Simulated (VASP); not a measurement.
# GaP (F-43m) in VASP: single point with PBE

Aim: the single point of GaP with PBE.

All numbers are computed with VASP 6.6.1; they aren't measurements. Logs are shortened: lines on timing, memory, paths and dates and some standing lists are left out, and cuts for length are marked.

## Step 1: The cell of the first run

Symmetry: F-43m, No. 216, cubic system. The conventional cell has a = 5.505 Å, b = 5.505 Å, c = 5.505 Å, α = 90.00°, β = 90.00°, γ = 90.00°. Within 3.1 Å of Ga (site symmetry -43m) lie 4 P at 2.38 Å. P (site symmetry -43m) has 4 Ga at 2.38 Å within 3.1 Å.

## Step 2: Single point, PBE

Contents of INCAR:

```
SYSTEM = GaP
  ALGO = Normal
  EDIFF = 1E-6
  ENCUT = 520
  GGA = PE
  ISIF = 2
  ISMEAR = 0
  LASPH = .True.
  LCHARG = .False.
  LREAL = .False.
  LWAVE = .False.
  NBANDS = 16
  NELM = 60
  PREC = Accurate
  SIGMA = 0.02
```

Contents of KPOINTS:

```
k-points
0
Gamma
  8 8 8
  0 0 0
```

Contents of POSCAR:

```
GaP
1.0
    0.0000000000      2.7525584885      2.7525584885
    2.7525584885      0.0000000000      2.7525584885
    2.7525584885      2.7525584885      0.0000000000
Ga P
1 1
Direct
    0.0000000000      0.0000000000      0.0000000000
    0.2500000000      0.2500000000      0.2500000000
```

Potentials or basis: VASP PAW PBE potentials, release 64 (Ga_d, P).

Run with:

```bash
cat potpaw_PBE.64/Ga_d/POTCAR potpaw_PBE.64/P/POTCAR > POTCAR
mpirun -np 1 vasp_std > vasp.out
```

OUTCAR:

```text
SYSTEM = GaP
   EDIFF = 1E-6
   ENCUT = 520
   GGA = PE
   ISIF = 2
   ISMEAR = 0
   LASPH = .True.
   LREAL = .False.
   NELM = 60
   PREC = Accurate

 ion  position               nearest neighbor table
   1  0.000  0.000  0.000-   2 2.38   2 2.38   2 2.38   2 2.38
   2  0.250  0.250  0.250-   1 2.38   1 2.38   1 2.38   1 2.38

  LATTYP: Found a face centered cubic cell.
 ALAT       =     5.5051169770

  Lattice vectors:

 A1 = (   0.0000000000,   2.7525584885,   2.7525584885)
 A2 = (   2.7525584885,   0.0000000000,   2.7525584885)
 A3 = (   2.7525584885,   2.7525584885,   0.0000000000)

Analysis of symmetry for initial positions (statically):
=====================================================================
 Subroutine PRICEL returns:
 Original cell was already a primitive cell.

 Routine SETGRP: Setting up the symmetry group for a
 face centered cubic supercell.

 Subroutine GETGRP returns: Found 24 space group operations
 (whereof 24 operations were pure point group operations)
 out of a pool of 48 trial point group operations.

The static configuration has the point symmetry T_d .

Analysis of symmetry for dynamics (positions and initial velocities):
=====================================================================
 Subroutine PRICEL returns:
 Original cell was already a primitive cell.

 Routine SETGRP: Setting up the symmetry group for a
 face centered cubic supercell.

 Subroutine GETGRP returns: Found 24 space group operations
 (whereof 24 operations were pure point group operations)
 out of a pool of 48 trial point group operations.

The dynamic configuration has the point symmetry T_d .

 Subroutine INISYM returns: Found 24 space group operations
 (whereof 24 operations are pure point group operations),
 and found     1 'primitive' translations

----------------------------------------------------------------------------------------

                                     Primitive cell

  volume of cell :      41.7099

  direct lattice vectors                    reciprocal lattice vectors
     0.000000000  2.752558489  2.752558489    -0.181649183  0.181649183  0.181649183
     2.752558489  0.000000000  2.752558489     0.181649183 -0.181649183  0.181649183
     2.752558489  2.752558489  0.000000000     0.181649183  0.181649183 -0.181649183

  length of vectors
     3.892705546  3.892705546  3.892705546     0.314625614  0.314625614  0.314625614

  position of ions in fractional coordinates (direct lattice)
     0.000000000  0.000000000  0.000000000
     0.250000000  0.250000000  0.250000000

  ion indices of the primitive-cell ions
   primitive index   ion index
                 1           1
                 2           2

----------------------------------------------------------------------------------------

 KPOINTS: k-points

Automatic generation of k-mesh.
 Grid dimensions read from file:
 generate k-points for:    8    8    8

 Generating k-lattice:

  Cartesian coordinates                     Fractional coordinates (reciprocal lattice)
    -0.022706148  0.022706148  0.022706148     0.125000000  0.000000000  0.000000000
     0.022706148 -0.022706148  0.022706148     0.000000000  0.125000000  0.000000000
     0.022706148  0.022706148 -0.022706148     0.000000000  0.000000000  0.125000000

  Length of vectors
     0.039328202  0.039328202  0.039328202

  Shift w.r.t. Gamma in fractional coordinates (k-lattice)
     0.000000000  0.000000000  0.000000000

 Subroutine IBZKPT returns following result:
 ===========================================

 Found     29 irreducible k-points:

 Following reciprocal coordinates:
            Coordinates               Weight
  0.000000  0.000000  0.000000      1.000000
  0.125000  0.000000  0.000000      8.000000
  0.250000  0.000000  0.000000      8.000000
  0.375000  0.000000  0.000000      8.000000
  0.500000  0.000000  0.000000      4.000000
  0.125000  0.125000  0.000000      6.000000
[... 16 lines left out ...]
  0.500000  0.250000  0.125000     48.000000
 -0.375000  0.250000  0.125000     24.000000
 [... further k-points ...]
   k-points           NKPTS =     29   k-points in BZ     NKDIM =     29   number of bands    NBANDS=     16
   number of dos      NEDOS =    301   number of ions     NIONS =      2
   total plane-waves  NPLWV =  27000
   dimension x,y,z NGX =    30 NGY =   30 NGZ =   30
   dimension x,y,z NGXF=    60 NGYF=   60 NGZF=   60
   ions per type =               1   1
   NGX,Y,Z   is equivalent  to a cutoff of  12.81, 12.81, 12.81 a.u.
   NGXF,Y,Z  is equivalent  to a cutoff of  25.62, 25.62, 25.62 a.u.
 SYSTEM =  GaP
   PREC   = accura    normal or accurate (medium, high low for compatibility)
   ISTART =      0    job   : 0-new  1-cont  2-samecut
   ICHARG =      2    charge: 1-file 2-atom 10-const
   ISPIN  =      1    spin polarized calculation?
   LNONCOLLINEAR =      F non collinear calculations
   LSORBIT =      F    spin-orbit coupling
   LASPH  =      T    aspherical Exc in radial PAW
   ENCUT  =  520.0 eV  38.22 Ry    6.18 a.u.   7.24  7.24  7.24*2*pi/ulx,y,z
   NELM   =     60;   NELMIN=  2; NELMDL= -5     # of ELM steps
   EDIFF  = 0.1E-05   stopping-criterion for ELM
   LREAL  =      F    real-space projection
   EDIFFG = 0.1E-04   stopping-criterion for IOM
   NSW    =      0    number of steps for IOM
   IBRION =     -1    ionic relax: 0-MD 1-quasi-New 2-CG
   NFREE  =      0    steps in history (QN), initial steepest desc. (CG)
   ISIF   =      2    stress and relaxation
   ISYM   =      2    0-nonsym 1-usesym 2-fastsym
   POTIM  = 0.5000    time-step for ionic-motion
   TEBEG  =    0.0;   TEEND  =   0.0 temperature during run
   PSTRESS=    0.0 pullay stress
   NELECT =      18.0000    total number of electrons
   NUPDOWN=      -1.0000    fix difference up-down
   EMIN   =  10.00;   EMAX   =-10.00  energy-range for DOS
   EFERMI =   0.00;   METHOD = LEGACY
   ISMEAR =     0;   SIGMA  =   0.02  broadening in eV -4-tet -1-fermi 0-gaus
   EFERMI_NEDOS =   21; number of points for ismear=-14 and -15
   IALGO  =     38    algorithm
   IMIX   =      4    mixing-type and parameters
     AMIX     =   0.40;   BMIX     =  1.00
     AMIX_MAG =   1.60;   BMIX_MAG =  1.00
  volume/ion in A,a.u.               =      20.85       140.74
  Fermi-wavevector in a.u.,A,eV,Ry     =   1.237141  2.337857 20.823951  1.530517
  Thomas-Fermi vector in A             =   2.371720
   LORBIT       =      0    0 simple, 1 ext, 2 COOP (PROOUT), +10 PAW based schemes
   GGA     = PE    functional components
   LHFCALC =     F    Hartree Fock is set to
   AEXX    =    0.0000 exact exchange contribution
   IVDW    =     0    specifies the selected vdW correction
   LEPSILON=     F    determine dielectric tensor
   LRPA    =     F    only Hartree local field effects (RPA)
 non-spin polarized calculation
 Gauss-broadening in eV      SIGMA  =   0.02
  energy-cutoff  :      520.00
  volume of cell :       41.71
 maximum number of plane-waves:      1158
 NGX is ok and might be reduce to    30
   NGX = 15   NGY = 15   NGZ = 15

 number of electron      18.0000003 magnetization

 Free energy of the ion-electron system (eV)
  ---------------------------------------------------
  ext. energy  EPLUGINS =         0.00000000
  ---------------------------------------------------
  free energy    TOTEN  =        -9.12558101 eV

  energy without entropy =       -9.12558101  energy(sigma->0) =       -9.12558101

 E-fermi :   4.5084     XC(G=0):  -9.6974

 val. band max:        4.3517617266   @ k =   0.0000   0.0000   0.0000
 cond. band min:       5.9315807462   @ k =   0.0000   0.0000   0.0000
 fundamental gap:      1.5798190196
 Fermi energy:         4.5083814129

 k-point     1 :       0.0000    0.0000    0.0000
  band No.  band energies     occupation
      1     -10.1519      2.00000
      2     -10.1519      2.00000
      3     -10.1519      2.00000
      4     -10.0610      2.00000
      5     -10.0610      2.00000
      6      -7.9190      2.00000
[... 8 lines left out ...]
     15      14.0974      0.00000
     16      14.0974      0.00000

 k-point     2 :       0.1250    0.0000    0.0000
  band No.  band energies     occupation
      1     -10.1637      2.00000
      2     -10.1476      2.00000
      3     -10.1476      2.00000
      4     -10.0610      2.00000
      5     -10.0610      2.00000
      6      -7.7246      2.00000
[... 8 lines left out ...]
     15      13.4915      0.00000
     16      13.9120      0.00000

 k-point     3 :       0.2500    0.0000    0.0000
  band No.  band energies     occupation
      1     -10.1901      2.00000
      2     -10.1385      2.00000
      3     -10.1385      2.00000
      4     -10.0598      2.00000
      5     -10.0598      2.00000
      6      -7.1740      2.00000
[... 8 lines left out ...]
     15      13.3075      0.00000
     16      14.1984      0.00000

 k-point     4 :       0.3750    0.0000    0.0000
  band No.  band energies     occupation
      1     -10.2143      2.00000
      2     -10.1315      2.00000
      3     -10.1315      2.00000
      4     -10.0565      2.00000
      5     -10.0565      2.00000
      6      -6.4106      2.00000
[... 8 lines left out ...]
     15      14.4634      0.00000
     16      14.4634      0.00000

 k-point     5 :       0.5000    0.0000    0.0000
  band No.  band energies     occupation
      1     -10.2239      2.00000
      2     -10.1294      2.00000
      3     -10.1294      2.00000
      4     -10.0543      2.00000
      5     -10.0543      2.00000
      6      -5.9497      2.00000
[... 8 lines left out ...]
     15      15.9419      0.00000
     16      15.9419      0.00000

 k-point     6 :       0.1250    0.1250    0.0000
  band No.  band energies     occupation
      1     -10.1716      2.00000
      2     -10.1436      2.00000
      3     -10.1436      2.00000
      4     -10.0646      2.00000
      5     -10.0581      2.00000
      6      -7.6599      2.00000
[... 8 lines left out ...]
     15      14.2660      0.00000
     16      14.3386      0.00000

 k-point     7 :       0.2500    0.1250    0.0000
  band No.  band energies     occupation
      1     -10.1926      2.00000
      2     -10.1359      2.00000
      3     -10.1340      2.00000
      4     -10.0673      2.00000
      5     -10.0554      2.00000
      6      -7.2264      2.00000
[... 8 lines left out ...]
     15      14.3342      0.00000
     16      15.3484      0.00000

 k-point     8 :       0.3750    0.1250    0.0000
  band No.  band energies     occupation
      1     -10.2137      2.00000
      2     -10.1298      2.00000
      3     -10.1261      2.00000
      4     -10.0657      2.00000
      5     -10.0529      2.00000
      6      -6.5158      2.00000
[... 8 lines left out ...]
     15      15.0898      0.00000
     16      15.1623      0.00000

 k-point     9 :       0.5000    0.1250    0.0000
  band No.  band energies     occupation
      1     -10.2253      2.00000
      2     -10.1272      2.00000
      3     -10.1234      2.00000
      4     -10.0604      2.00000
      5     -10.0532      2.00000
      6      -5.8720      2.00000
[... 8 lines left out ...]
     15      15.9434      0.00000
     16      16.1230      0.00000
[... 172 lines left out ...]
 k-point    19 :       0.5000    0.3750    0.0000
  band No.  band energies     occupation
      1     -10.2507      2.00000
      2     -10.1013      2.00000
      3     -10.0974      2.00000
      4     -10.0863      2.00000
      5     -10.0442      2.00000
      6      -5.2921      2.00000
[... 8 lines left out ...]
     15      16.2749      0.00000
     16      17.3662      0.00000

 k-point    20 :      -0.3750    0.3750    0.0000
  band No.  band energies     occupation
      1     -10.2433      2.00000
      2     -10.1102      2.00000
      3     -10.1011      2.00000
      4     -10.0779      2.00000
      5     -10.0498      2.00000
      6      -5.1278      2.00000
[... 8 lines left out ...]
     15      14.7018      0.00000
     16      18.7714      0.00000

 k-point    21 :       0.5000    0.5000    0.0000
  band No.  band energies     occupation
      1     -10.2580      2.00000
      2     -10.0929      2.00000
      3     -10.0929      2.00000
      4     -10.0924      2.00000
      5     -10.0414      2.00000
      6      -5.0905      2.00000
[... 8 lines left out ...]
     15      16.6829      0.00000
     16      17.2184      0.00000

 k-point    22 :       0.3750    0.2500    0.1250
  band No.  band energies     occupation
      1     -10.2113      2.00000
      2     -10.1277      2.00000
      3     -10.1241      2.00000
      4     -10.0705      2.00000
      5     -10.0528      2.00000
      6      -6.7050      2.00000
[... 8 lines left out ...]
     15      15.3552      0.00000
     16      16.5826      0.00000

 k-point    23 :       0.5000    0.2500    0.1250
  band No.  band energies     occupation
      1     -10.2253      2.00000
      2     -10.1243      2.00000
      3     -10.1158      2.00000
      4     -10.0686      2.00000
      5     -10.0529      2.00000
      6      -5.9873      2.00000
[... 8 lines left out ...]
     15      15.7332      0.00000
     16      17.0505      0.00000

 k-point    24 :      -0.3750    0.2500    0.1250
  band No.  band energies     occupation
      1     -10.2304      2.00000
      2     -10.1238      2.00000
      3     -10.1129      2.00000
      4     -10.0654      2.00000
      5     -10.0543      2.00000
      6      -5.5609      2.00000
[... 8 lines left out ...]
     15      16.2467      0.00000
     16      16.6887      0.00000

 [... further k-points ...]
[... 5 lines left out ...]
  --------------------------------------------------------------------------------------
  -------------------------------------------------------------------------------------
  Total       -0.0069587     -0.0069587     -0.0069587      0.0000000      0.0000000      0.0000000
  in kB       -0.2672987     -0.2672987     -0.2672987      0.0000000      0.0000000      0.0000000
  external PRESSURE =      -0.2672987 kB  Pullay stress =       0.0000000 kB

 VOLUME and BASIS-vectors are now :
 -----------------------------------------------------------------------------
  energy-cutoff  :      520.00
  volume of cell :       41.71
      direct lattice vectors                 reciprocal lattice vectors
     0.000000000  2.752558489  2.752558489    -0.181649183  0.181649183  0.181649183
     2.752558489  0.000000000  2.752558489     0.181649183 -0.181649183  0.181649183
     2.752558489  2.752558489  0.000000000     0.181649183  0.181649183 -0.181649183

 POSITION                                       TOTAL-FORCE (eV/Angst)
 -----------------------------------------------------------------------------------
      0.00000      0.00000      0.00000        -0.000000     -0.000000     -0.000000
      1.37628      1.37628      1.37628         0.000000      0.000000      0.000000
 -----------------------------------------------------------------------------------
    total drift:                                0.000002      0.000002      0.000002

  FREE ENERGIE OF THE ION-ELECTRON SYSTEM (eV)
  ---------------------------------------------------
  free  energy   TOTEN  =        -9.1255810051 eV

  energy  without entropy=       -9.1255810051  energy(sigma->0) =       -9.12558101
```

It took 8.6 s on 1 thread of Intel Xeon 6975P-C (Granite Rapids), shared host; peak memory 0.17 GiB.

Results:

* Free energy: -9.1256 eV
* Pressure: 0.0 GPa
* Band gap on the k mesh: 1.58 eV, direct
